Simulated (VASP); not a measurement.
Here is a VASP 6.6.1 calculation.

The input POSCAR:

```
PbO
1.0
    3.9900000000      0.0000000000      0.0000000000
    0.0000000000      3.9900000000      0.0000000000
    0.0000000000      0.0000000000      5.0100000000
Pb O
2 2
Direct
    0.5000000000      0.0000000000      0.7600000000
    0.0000000000      0.5000000000      0.2400000000
    0.5000000000      0.5000000000      0.0000000000
    0.0000000000      0.0000000000      0.0000000000
```

File INCAR.step1:

```
SYSTEM = PbO
  PREC = Accurate
  ENCUT = 520
  EDIFF = 1E-5
  ISMEAR = -1
  SIGMA = 0.05
  LREAL = .False.
  LASPH = .True.
  NELM = 120
  ALGO = Normal
  ISIF = 2
  LWAVE = .True.
  NBANDS = 28
  GGA = PE
  GGA_COMPAT = .False.
```

The input INCAR.step2:

```
SYSTEM = PbO
  PREC = Accurate
  ENCUT = 520
  EDIFF = 1E-6
  ISMEAR = -1
  SIGMA = 0.05
  LREAL = .False.
  LASPH = .True.
  NELM = 120
  ALGO = Normal
  ISIF = 2
  LWAVE = .False.
  LCHARG = .True.
  GGA = PE
  LHFCALC = .True.
  HFSCREEN = 0.2079
  PRECFOCK = Normal
  LELF = .True.
  LVHAR = .True.
  NBANDS = 28
  ISTART = 1
  GGA_COMPAT = .False.
```

File KPOINTS:

```
regular mesh
0
Gamma
  4 4 3
  0 0 0
```

Potentials or basis: VASP PAW PBE potentials, release 64 (Pb_d, O).

The run is started by

```sh
$ cat potpaw_PBE.64/Pb_d/POTCAR potpaw_PBE.64/O/POTCAR > POTCAR
$ cp INCAR.step1 INCAR
$ mpirun -np 1 vasp_std > vasp.out
$ cp INCAR.step2 INCAR
$ mpirun -np 1 vasp_std > vasp.out
```

(1) Predict the pressure.

(2) What does it give for the largest force?

(3) Estimate the band gap on the k mesh.

Answers

(1) -0.7 GPa.

(2) 0.588 eV/Å.

(3) 1.81 eV (least direct gap 3.21 eV).

Caveat: the PAW data sets were made with another functional, which shifts forces and pressure a little; spin-orbit coupling is left out, which moves the levels of the heavy elements.
